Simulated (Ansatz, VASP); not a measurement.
## Two plane-wave programs on AgCl

```
Ag Cl
1.0
     0.00000    2.72370    2.72370
     2.72370    0.00000    2.72370
     2.72370    2.72370    0.00000
Ag Cl
1 1
Direct
  0.00000 0.00000 0.00000
  0.50000 0.50000 0.50000
```

Alike in both runs: functional PBEsol; k mesh 15 × 15 × 15; occupations fermi-dirac, width 0.08 eV; no spin polarisation.

Ansatz relaxed the structure, and its values are those at the end. VASP's run is a single point on that final structure, the one shown.

|  | VASP | Ansatz |
| --- | --- | --- |
| version | VASP 6.6.1 | Ansatz 0.2.0 |
| potentials or method | VASP PAW PBE potentials, release 64 (Ag, Cl) | PAW with Ansatz's default frozen-core files, scalar-relativistic |
| plane-wave cutoff (eV) | 520 | 420 |
| valence electrons in the cell | 18 | 26 |

|  | VASP | Ansatz | Ansatz less VASP |
| --- | --- | --- | --- |
| pressure (GPa) | -0.1 | 0.0 | +0.10 |

VASP's potentials were made for PBE, not for PBEsol. VASP's potentials hold 18 valence electrons a cell and Ansatz's 26, so a difference there can come from the potentials and not from the codes.
